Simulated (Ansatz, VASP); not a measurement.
# NaI: VASP beside Ansatz

```xyz
2
Lattice="0.0000 3.2483 3.2483 3.2483 0.0000 3.2483 3.2483 3.2483 0.0000" Properties=species:S:1:pos:R:3 pbc="T T T"
Na    0.0000    0.0000    0.0000
I     3.2483    3.2483    3.2483
```

Alike in both runs: functional r2SCAN; k mesh 3 × 3 × 3; no spin polarisation.

Ansatz relaxed the structure, and its values are those at the end. VASP's run is a single point on that final structure, the one shown.

|  | VASP | Ansatz |
| --- | --- | --- |
| version | VASP 6.6.1 | Ansatz 0.2.0 |
| potentials or method | VASP PAW PBE potentials, release 64 (Na_pv, I) | plane waves, PAW |
| plane-wave cutoff (eV) | 520 | 500 |
| occupations | gaussian, width 0.01 eV | fixed |
| valence electrons in the cell | 14 | 26 |

```csv
,VASP,Ansatz,Ansatz less VASP
pressure (GPa),-0.1,0.0,+0.08
```

VASP's potentials were made for PBE, not for r2SCAN. VASP's potentials hold 14 valence electrons a cell and Ansatz's 26, so a difference there can come from the potentials and not from the codes.

The k mesh is coarse, so the values compare programs but aren't converged. Spin-orbit coupling is off throughout.
